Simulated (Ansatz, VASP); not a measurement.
# KBr: VASP beside Ansatz

The input INCAR:

```
SYSTEM = KBr
PREC = Accurate
ENCUT = 520
EDIFF = 1E-6
ISMEAR = 0
SIGMA = 0.05
LREAL = .FALSE.
LASPH = .TRUE.
NELM = 100
ALGO = Normal
ISIF = 2
LWAVE = .FALSE.
LCHARG = .FALSE.
NBANDS = 24
```

KPOINTS

```
Automatic mesh
0
G
  6 6 4
  0 0 0
```

The input POSCAR:

```
KBr
1.0
    3.8300121826      0.0000000000      0.0000000000
    0.0000000000      3.8300121826      0.0000000000
    0.0000000000      0.0000000000      7.6600243652
K Br
2 2
Direct
    0.0000000000      0.0000000000     -0.0092427904
    0.0000000000      0.0000000000      0.4907572096
    0.3836557226      0.5000000000      0.2545226446
    0.6163442774      0.5000000000      0.7545226446
```

Input for Ansatz:

```yaml
crystal:
  lattice:
    - [3.8300121826, 0.0, 0.0]
    - [0.0, 3.8300121826, 0.0]
    - [0.0, 0.0, 7.6600243652]
  atoms:
    - { symbol: K, position: [0.0, 0.0, -0.0092427904] }
    - { symbol: K, position: [0.0, 0.0, 0.4907572096] }
    - { symbol: Br, position: [0.3836557226, 0.5, 0.2545226446] }
    - { symbol: Br, position: [0.6163442774, 0.5, 0.7545226446] }
basis:
  ecutwfc: 420
kpoints:
  mp_grid: { grid: [6, 6, 4] }
hamiltonian:
  xc: lda
scf:
  occupations: { method: gaussian, width: 0.05 }
output:
  forces: true
  stress: true
  eigenvalues: true
```

Change from the starting cell: mode 4 frozen in at -0.446 Å and mode 10 at -0.071 Å (largest displacements).

Alike in both runs: task single point; functional LDA; k mesh 6 × 6 × 4; occupations gaussian, width 0.05 eV; no spin polarisation.

|  | VASP | Ansatz |
| --- | --- | --- |
| version | VASP 6.6.1 | Ansatz 0.2.0 |
| potentials or method | VASP PAW LDA potentials, release 64 (K_sv, Br), cutoff 520 eV | scalar-relativistic, plane waves, PAW |
| valence electrons in the cell | 32 | 32 |

|  | VASP | Ansatz | Ansatz less VASP |
| --- | --- | --- | --- |
| gap on the k mesh at the Fermi level (eV) | 4.04 | 4.03 | -0.010 |
| least direct gap on the mesh (eV) | 4.24 | 4.23 | -0.010 |
| pressure (GPa) | 1.8 | 1.7 | -0.14 |
| traceless stress, the component that is largest in VASP (GPa) | 0.58 | 0.56 | -0.019 |
| rms of the force components (eV/Å) | 0.253 | 0.246 | -0.0074 |

LDA's correlation is that of Perdew and Zunger in VASP and of Perdew and Wang (1992) in Ansatz. Atom by atom the forces differ by 0.007 eV/Å (rms over components).
